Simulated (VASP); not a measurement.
Input of a VASP 6.6.1 run:

File INCAR:

```
  ALGO = Fast
  EDIFF = 1E-6
  ENCUT = 520
  ISIF = 2
  ISMEAR = 0
  ISPIN = 2
  LASPH = True
  LCHARG = True
  LELF = True
  LMAXMIX = 4
  LORBIT = 11
  LREAL = False
  LVHAR = True
  LWAVE = False
  MAGMOM = 0.625
  NBANDS = 15
  NELM = 150
  NUPDOWN = 0.625
  PREC = Accurate
  SIGMA = 0.15
```

Contents of KPOINTS:

```
k-points
0
Gamma
  24 24 24
```

POSCAR

```
Ni
1.0
    0.0000000000      1.6024052366      1.6024052366
    1.6024052366      0.0000000000      1.6024052366
    1.6024052366      1.6024052366      0.0000000000
Ni
1
Direct
    0.0000000000      0.0000000000      0.0000000000
```

Potentials or basis: VASP PAW LDA potentials, release 64 (Ni).

Run with:

```sh
$ cat potpaw_LDA.64/Ni/POTCAR > POTCAR
$ mpirun -np 1 vasp_std > vasp.out
```

Question: Estimate the pressure.

Answer: 81.8 GPa.

Caveat: the cell stands under pressure; the total moment is fixed, so each spin has its own Fermi level and the state may be an excited one.
